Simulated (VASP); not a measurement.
# BaSr3 (I4/mmm) in VASP: further runs

The runs below take BaSr3 through single point, with LDA.

Program: VASP 6.6.1. These are calculated values, not measurements. Logs are shortened: lines on timing, memory, paths and dates and some standing lists are left out, and cuts for length are marked.

### Step 1. The cell of the first run

Symmetry: I4/mmm, No. 139, tetragonal system. The conventional cell has a = 5.999 Å, b = 5.999 Å, c = 11.885 Å, α = 90.00°, β = 90.00°, γ = 90.00°. Ba (site symmetry 4/mmm) has 12 Sr at 4.22 to 4.24 Å within 5.5 Å. Sr (site symmetry -4m2) has 4 Ba at 4.22 Å and 8 Sr at 4.22 to 4.24 Å within 5.5 Å. Sr (site symmetry 4/mmm) has 8 Sr at 4.22 Å and 4 Ba at 4.24 Å within 5.5 Å.

### Step 2. Single point, LDA

Input file INCAR:

```
SYSTEM = BaSr3
PREC     = Accurate       ! precision mode
ENCUT    = 520            ! plane-wave cutoff, eV
EDIFF    = 1E-7           ! SCF threshold, eV
ISMEAR   = 0              ! smearing method
SIGMA    = 0.05           ! smearing width, eV
LREAL    = .False.        ! projectors in reciprocal space
LASPH    = .True.         ! aspherical terms in the spheres
NELM     = 100            ! most SCF steps
ALGO     = Fast           ! electronic algorithm
ISIF     = 2              ! what is computed and relaxed
LWAVE    = .False.        ! write WAVECAR
LCHARG   = .False.        ! write CHGCAR
GGA      = CA             ! functional
NBANDS   = 28             ! bands
```

Input file KPOINTS:

```
regular mesh
0
Gamma
  6 6 6
  0 0 0
```

Input file POSCAR:

```
BaSr3
1.0
    5.9987664020      0.0000000000      0.0000000000
    0.0000000000      5.9987664020      0.0000000000
   -2.9993832010     -2.9993832010      5.9422719203
Ba Sr
1 3
Direct
    0.0000000000      0.0000000000      0.0000000000
    0.2500000000      0.7500000000      0.5000000000
    0.7500000000      0.2500000000      0.5000000000
    0.5000000000      0.5000000000      0.0000000000
```

Potentials or basis: VASP PAW LDA potentials, release 64 (Ba_sv, Sr_sv).

Started as:

```sh
cat potpaw_LDA.64/Ba_sv/POTCAR potpaw_LDA.64/Sr_sv/POTCAR > POTCAR
mpirun -np 1 vasp_std > vasp.out
```

OUTCAR:

```text
SYSTEM = BaSr3
   PREC = Accurate
   ENCUT = 520
   EDIFF = 1E-7
   ISMEAR = 0
   LREAL = .False.
   LASPH = .True.
   NELM = 100
   ISIF = 2
   GGA = CA

 ion  position               nearest neighbor table
   1  0.000  0.000  0.000-   3 4.22   2 4.22   2 4.22   3 4.22   2 4.22   3 4.22   3 4.22   2 4.22
                             4 4.24   4 4.24   4 4.24   4 4.24
   2  0.250  0.750  0.500-   1 4.22   4 4.22   1 4.22   4 4.22   1 4.22   4 4.22   1 4.22   4 4.22
                             3 4.24   3 4.24   3 4.24   3 4.24
   3  0.750  0.250  0.500-   4 4.22   1 4.22   1 4.22   4 4.22   1 4.22   4 4.22   4 4.22   1 4.22
                             2 4.24   2 4.24   2 4.24   2 4.24
   4  0.500  0.500  0.000-   2 4.22   3 4.22   2 4.22   3 4.22   2 4.22   3 4.22   2 4.22   3 4.22
                             1 4.24   1 4.24   1 4.24   1 4.24

  LATTYP: Found a body centered tetragonal cell.
 ALAT       =     5.9987664020
 C/A-ratio  =     1.9811646336

  Lattice vectors:

 A1 = (   2.9993832010,  -2.9993832010,  -5.9422719203)
 A2 = (  -2.9993832010,   2.9993832010,  -5.9422719203)
 A3 = (   2.9993832010,   2.9993832010,   5.9422719203)

Analysis of symmetry for initial positions (statically):
=====================================================================
 Subroutine PRICEL returns:
 Original cell was already a primitive cell.

 Routine SETGRP: Setting up the symmetry group for a
 body centered tetragonal supercell.

 Subroutine GETGRP returns: Found 16 space group operations
 (whereof 16 operations were pure point group operations)
 out of a pool of 16 trial point group operations.

The static configuration has the point symmetry D_4h.

Analysis of symmetry for dynamics (positions and initial velocities):
=====================================================================
 Subroutine PRICEL returns:
 Original cell was already a primitive cell.

 Routine SETGRP: Setting up the symmetry group for a
 body centered tetragonal supercell.

 Subroutine GETGRP returns: Found 16 space group operations
 (whereof 16 operations were pure point group operations)
 out of a pool of 16 trial point group operations.

The dynamic configuration has the point symmetry D_4h.

 Subroutine INISYM returns: Found 16 space group operations
 (whereof 16 operations are pure point group operations),
 and found     1 'primitive' translations

----------------------------------------------------------------------------------------

                                     Primitive cell

  volume of cell :     213.8338

  direct lattice vectors                    reciprocal lattice vectors
     5.998766402  0.000000000  0.000000000     0.166700940  0.000000000  0.084142901
     0.000000000  5.998766402  0.000000000     0.000000000  0.166700940  0.084142901
    -2.999383201 -2.999383201  5.942271920     0.000000000  0.000000000  0.168285803

  length of vectors
     5.998766402  5.998766402  7.300903694     0.186733048  0.186733048  0.168285803

  position of ions in fractional coordinates (direct lattice)
     0.000000000  0.000000000  0.000000000
     0.250000000  0.750000000  0.500000000
     0.750000000  0.250000000  0.500000000
     0.500000000  0.500000000  0.000000000

  ion indices of the primitive-cell ions
   primitive index   ion index
                 1           1
                 2           2
                 3           3
                 4           4

----------------------------------------------------------------------------------------

 KPOINTS: regular mesh

Automatic generation of k-mesh.
 Grid dimensions read from file:
 generate k-points for:    6    6    6

 Generating k-lattice:

  Cartesian coordinates                     Fractional coordinates (reciprocal lattice)
     0.027783490  0.000000000  0.014023817     0.166666667  0.000000000  0.000000000
     0.000000000  0.027783490  0.014023817     0.000000000  0.166666667  0.000000000
     0.000000000  0.000000000  0.028047634     0.000000000  0.000000000  0.166666667

  Length of vectors
     0.031122175  0.031122175  0.028047634

  Shift w.r.t. Gamma in fractional coordinates (k-lattice)
     0.000000000  0.000000000  0.000000000

 Subroutine IBZKPT returns following result:
 ===========================================

 Found     30 irreducible k-points:

 Following reciprocal coordinates:
            Coordinates               Weight
  0.000000  0.000000  0.000000      1.000000
  0.166667  0.000000 -0.000000      8.000000
  0.333333  0.000000 -0.000000      8.000000
  0.500000  0.000000 -0.000000      4.000000
  0.166667  0.166667 -0.000000      8.000000
  0.333333  0.166667 -0.000000     16.000000
[... 16 lines left out ...]
 -0.333333  0.333333  0.166667      8.000000
  0.500000  0.500000  0.166667      4.000000
 [... further k-points ...]
   k-points           NKPTS =     30   k-points in BZ     NKDIM =     30   number of bands    NBANDS=     28
   number of dos      NEDOS =    301   number of ions     NIONS =      4
   total plane-waves  NPLWV = 124416
   dimension x,y,z NGX =    48 NGY =   48 NGZ =   54
   dimension x,y,z NGXF=    96 NGYF=   96 NGZF=  108
   ions per type =               1   3
   NGX,Y,Z   is equivalent  to a cutoff of  13.30, 13.30, 12.30 a.u.
   NGXF,Y,Z  is equivalent  to a cutoff of  26.60, 26.60, 24.59 a.u.
 SYSTEM =  BaSr3
   PREC   = accura    normal or accurate (medium, high low for compatibility)
   ISTART =      0    job   : 0-new  1-cont  2-samecut
   ICHARG =      2    charge: 1-file 2-atom 10-const
   ISPIN  =      1    spin polarized calculation?
   LNONCOLLINEAR =      F non collinear calculations
   LSORBIT =      F    spin-orbit coupling
   LASPH  =      T    aspherical Exc in radial PAW
   ENCUT  =  520.0 eV  38.22 Ry    6.18 a.u.  11.15 11.15 13.57*2*pi/ulx,y,z
   NELM   =    100;   NELMIN=  2; NELMDL= -5     # of ELM steps
   EDIFF  = 0.1E-06   stopping-criterion for ELM
   LREAL  =      F    real-space projection
   EDIFFG = 0.1E-05   stopping-criterion for IOM
   NSW    =      0    number of steps for IOM
   IBRION =     -1    ionic relax: 0-MD 1-quasi-New 2-CG
   NFREE  =      0    steps in history (QN), initial steepest desc. (CG)
   ISIF   =      2    stress and relaxation
   ISYM   =      2    0-nonsym 1-usesym 2-fastsym
   POTIM  = 0.5000    time-step for ionic-motion
   TEBEG  =    0.0;   TEEND  =   0.0 temperature during run
   PSTRESS=    0.0 pullay stress
   NELECT =      40.0000    total number of electrons
   NUPDOWN=      -1.0000    fix difference up-down
   EMIN   =  10.00;   EMAX   =-10.00  energy-range for DOS
   EFERMI =   0.00;   METHOD = LEGACY
   ISMEAR =     0;   SIGMA  =   0.05  broadening in eV -4-tet -1-fermi 0-gaus
   EFERMI_NEDOS =   21; number of points for ismear=-14 and -15
   IALGO  =     68    algorithm
   IMIX   =      4    mixing-type and parameters
     AMIX     =   0.40;   BMIX     =  1.00
     AMIX_MAG =   1.60;   BMIX_MAG =  1.00
  volume/ion in A,a.u.               =      53.46       360.76
  Fermi-wavevector in a.u.,A,eV,Ry     =   0.936273  1.769300 11.926974  0.876608
  Thomas-Fermi vector in A             =   2.063266
   LORBIT       =      0    0 simple, 1 ext, 2 COOP (PROOUT), +10 PAW based schemes
   GGA     = CA    functional components
   LHFCALC =     F    Hartree Fock is set to
   AEXX    =    0.0000 exact exchange contribution
   IVDW    =     0    specifies the selected vdW correction
   LEPSILON=     F    determine dielectric tensor
   LRPA    =     F    only Hartree local field effects (RPA)
 non-spin polarized calculation
 RMM-DIIS sequential band-by-band and
 Gauss-broadening in eV      SIGMA  =   0.05
  energy-cutoff  :      520.00
  volume of cell :      213.83
 maximum number of plane-waves:      5777
 NGX is ok and might be reduce to    48
   NGX = 23   NGY = 23   NGZ = 27

 number of electron      40.0000000 magnetization

 Free energy of the ion-electron system (eV)
  ---------------------------------------------------
  ext. energy  EPLUGINS =         0.00000000
  ---------------------------------------------------
  free energy    TOTEN  =        -7.87060957 eV

  energy without entropy =       -7.86532455  energy(sigma->0) =       -7.86796706

 E-fermi :   1.6953     XC(G=0):  -7.7785

 val. band max:        1.6669699388   @ k =  -0.3333   0.3333   0.0000
 cond. band min:       1.7036924568   @ k =  -0.1667   0.1667   0.0000
 fundamental gap:      0.0367225180
 Fermi energy:         1.6953004437

 k-point     1 :       0.0000    0.0000    0.0000
  band No.  band energies     occupation
      1     -34.6956      2.00000
      2     -34.6820      2.00000
      3     -34.6716      2.00000
      4     -27.0036      2.00000
      5     -16.8553      2.00000
      6     -16.8311      2.00000
[... 20 lines left out ...]
     27       3.8196      0.00000
     28       3.8308      0.00000

 k-point     2 :       0.1667    0.0000   -0.0000
  band No.  band energies     occupation
      1     -34.6945      2.00000
      2     -34.6827      2.00000
      3     -34.6720      2.00000
      4     -27.0036      2.00000
      5     -16.8538      2.00000
      6     -16.8274      2.00000
[... 20 lines left out ...]
     27       3.5553      0.00000
     28       3.9269      0.00000

 k-point     3 :       0.3333    0.0000   -0.0000
  band No.  band energies     occupation
      1     -34.6915      2.00000
      2     -34.6847      2.00000
      3     -34.6730      2.00000
      4     -27.0036      2.00000
      5     -16.8446      2.00000
      6     -16.8233      2.00000
[... 20 lines left out ...]
     27       3.0371      0.00000
     28       3.9402      0.00000

 k-point     4 :       0.5000    0.0000   -0.0000
  band No.  band energies     occupation
      1     -34.6884      2.00000
      2     -34.6873      2.00000
      3     -34.6735      2.00000
      4     -27.0036      2.00000
      5     -16.8401      2.00000
      6     -16.8136      2.00000
[... 578 lines left out ...]
     27       3.5417      0.00000
     28       3.6944      0.00000

 k-point    23 :      -0.3333    0.3333    0.1667
  band No.  band energies     occupation
      1     -34.6894      2.00000
      2     -34.6859      2.00000
      3     -34.6738      2.00000
      4     -27.0035      2.00000
      5     -16.8708      2.00000
      6     -16.8322      2.00000
[... 20 lines left out ...]
     27       3.1753      0.00000
     28       3.8099      0.00000

 k-point    24 :       0.5000    0.5000    0.1667
  band No.  band energies     occupation
      1     -34.6873      2.00000
      2     -34.6873      2.00000
      3     -34.6746      2.00000
      4     -27.0034      2.00000
      5     -16.8805      2.00000
      6     -16.8460      2.00000
[... 20 lines left out ...]
     27       3.5453      0.00000
     28       3.6042      0.00000

 [... further k-points ...]

------------------------ aborting loop because EDIFF is reached ----------------------------------------

  FORCE on cell =-STRESS in cart. coord.  units (eV):
  Direction    XX          YY          ZZ          XY          YZ          ZX
  --------------------------------------------------------------------------------------
  -------------------------------------------------------------------------------------
  Total       -0.8697478     -0.8697478     -0.7832971      0.0000000      0.0000000     -0.0000000
  in kB       -6.5166963     -6.5166963     -5.8689538      0.0000000      0.0000000     -0.0000000
  external PRESSURE =      -6.3007821 kB  Pullay stress =       0.0000000 kB

 VOLUME and BASIS-vectors are now :
 -----------------------------------------------------------------------------
  energy-cutoff  :      520.00
  volume of cell :      213.83
      direct lattice vectors                 reciprocal lattice vectors
     5.998766402  0.000000000  0.000000000     0.166700940  0.000000000  0.084142901
     0.000000000  5.998766402  0.000000000     0.000000000  0.166700940  0.084142901
    -2.999383201 -2.999383201  5.942271920     0.000000000  0.000000000  0.168285803

 POSITION                                       TOTAL-FORCE (eV/Angst)
 -----------------------------------------------------------------------------------
      0.00000      0.00000      0.00000         0.000000     -0.000000      0.000000
      0.00000      2.99938      2.97114         0.000000     -0.000000     -0.000000
      2.99938      0.00000      2.97114        -0.000000      0.000000      0.000000
      2.99938      2.99938      0.00000         0.000000     -0.000000      0.000000
 -----------------------------------------------------------------------------------
    total drift:                               -0.000000      0.000000      0.000000

  FREE ENERGIE OF THE ION-ELECTRON SYSTEM (eV)
  ---------------------------------------------------
  free  energy   TOTEN  =        -7.8706095686 eV

  energy  without entropy=       -7.8653245542  energy(sigma->0) =       -7.86796706
```

Wall time 23 min (1 thread of AMD EPYC 7R13, shared host); peak memory 0.34 GiB.

What came out:

```yaml
Free_energy: -7.8706 eV
Pressure: -0.6 GPa
Band_gap_on_the_k_mesh: zero (bands 20 and 21 overlap by 0.02 eV)
```

Caveat: spin-orbit coupling is left out, which moves the levels of the heavy elements.

### Step 3. Single point, LDA

This run uses another cell than the first one, of 59.40 Å³/atom.

Input file INCAR:

```
PREC = Accurate
ENCUT = 520
EDIFF = 1E-7
ISMEAR = 0
SIGMA = 0.05
LREAL = F
LASPH = T
NELM = 100
ALGO = Fast
ISIF = 2
LWAVE = F
LCHARG = F
GGA = CA
NBANDS = 28
```

Input file KPOINTS:

```
regular mesh
0
Gamma
  6 6 6
```

Input file POSCAR:

```
BaSr3
1.0
    6.2131873200      0.0000000000      0.0000000000
    0.0000000000      6.2131873200      0.0000000000
   -3.1065936600     -3.1065936600      6.1546734900
Ba Sr
1 3
Direct
    0.0000000000      0.0000000000      0.0000000000
    0.2500000000      0.7500000000      0.5000000000
    0.7500000000      0.2500000000      0.5000000000
    0.5000000000      0.5000000000      0.0000000000
```

Potentials or basis: VASP PAW LDA potentials, release 64 (Ba_sv, Sr_sv).

Started as:

```sh
cat potpaw_LDA.64/Ba_sv/POTCAR potpaw_LDA.64/Sr_sv/POTCAR > POTCAR
mpirun -np 1 vasp_std > vasp.out
```

It took 26 min on 1 thread of AMD EPYC 7R13, shared host; peak memory 0.37 GiB.

Results (log left out):

| Item | Value |
| --- | --- |
| Free energy | -7.7013 eV |
| Pressure | -1.6 GPa |
| Band gap on the k mesh | zero (bands 20 and 21 overlap by 0.13 eV) |

Levels at points of the mesh, in eV from the Fermi level:
```tsv
k point	band 18	band 19	band 20	band 21	band 22	band 23
(0.00, 0.00, 0.00)	-0.70	-0.16	0.12	0.17	0.34	0.34
(0.50, 0.00, 0.00)	-1.94	-0.40	-0.15	0.36	0.39	0.58
(0.50, 0.50, 0.00)	-1.30	-1.21	-0.81	0.15	0.38	0.55
(0.00, 0.00, 0.50)	-2.16	-0.84	-0.56	0.14	0.14	0.74
```

Caveat: spin-orbit coupling is left out, which moves the levels of the heavy elements.
